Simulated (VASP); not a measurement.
The system is LiTmH4.

```
Li Tm H
1.0
     3.12964    0.00000    0.00000
     0.00000    3.49429    0.00000
     0.00000    0.00000    5.42201
Li Tm H
1 1 4
Cartesian
  1.5648 0.0000 2.7110
  0.0000 0.0000 0.0000
  0.0000 1.7471 3.6242
  1.5648 1.7471 0.8954
  1.5648 1.7471 4.5267
  0.0000 1.7471 1.7979
```

The cell was generated, and may not be a known phase.

| Item | Value |
| --- | --- |
| Program | VASP 6.6.1 |
| Task | relaxation of cell and atoms |
| Functional | PBE |
| Potentials or basis | VASP PAW PBE potentials, release 64 (Li_sv, Tm_3, H), 4f in core |
| Cutoff | 750 eV |
| k mesh | 4 × 3 × 2 |
| Occupations | gaussian, width 0.15 eV |
| Spin | no spin polarisation |

At the start: pressure -5.6 GPa; volume 9.88 Å³/atom.

Task: How do energy, volume and symmetry change on relaxing?

Result: Over 15 steps the energy falls by 270.7 meV/atom and the volume is 8.92 Å³/atom (-9.7 %); space group Pmmm (No. 47, to 0.1 Å) before and after.

The path:
| step | energy change (eV) | largest force (eV/Å) | pressure (GPa) | volume (Å³) |
| --- | --- | --- | --- | --- |
| 1 | 0.0000 | 0.4247 | -5.60 | 59.29 |
| 2 | -0.6332 | 0.4098 | -3.99 | 56.24 |
| 3 | -1.1784 | 0.4964 | -0.59 | 52.69 |
| 4 | -0.8635 | 0.6815 | 19.03 | 44.93 |
| 5 | -1.3497 | 0.4541 | 1.94 | 50.73 |
| 6 | -1.3662 | 0.5443 | 9.74 | 47.28 |
| 7 | -1.4384 | 0.4432 | 4.42 | 49.27 |
| 8 | -1.4409 | 0.4850 | 6.48 | 48.42 |
| 9 | -1.4455 | 0.4686 | 5.64 | 48.75 |
| 10 | -1.5585 | 0.2650 | 2.98 | 51.07 |
| 11 | -1.5657 | 0.1932 | 2.21 | 51.89 |
| 12 | -1.6038 | 0.2375 | -0.40 | 53.66 |
| 13 | -1.6049 | 0.2475 | -0.86 | 54.02 |
| 14 | -1.6169 | 0.1722 | -0.47 | 53.81 |
| 15 | -1.6244 | 0.0409 | 0.18 | 53.52 |

Final structure:
```cif
data_structure
_symmetry_space_group_name_H-M 'P 1'
_symmetry_Int_Tables_number 1
_cell_length_a 3.4562
_cell_length_b 2.7294
_cell_length_c 5.6737
_cell_angle_alpha 90.000
_cell_angle_beta 90.000
_cell_angle_gamma 90.000
_cell_volume 53.52
loop_
_atom_site_label
_atom_site_type_symbol
_atom_site_fract_x
_atom_site_fract_y
_atom_site_fract_z
_atom_site_occupancy
Li1 Li 0.50000 0.00000 0.50000 1
Tm1 Tm 0.00000 0.00000 0.00000 1
H1 H 0.00000 0.50000 0.70047 1
H2 H 0.50000 0.50000 0.17022 1
H3 H 0.50000 0.50000 0.82978 1
H4 H 0.00000 0.50000 0.29953 1
```

Caveat: the k points lie up to 0.77 Å⁻¹ apart in the final cell, too coarse for converged energies and pressures of a metal; a cell axis changed by over 15 % at a fixed basis, so the end point is rough; the relaxation stopped at a loose force limit of 0.08 eV/Å, so its end isn't a converged minimum.
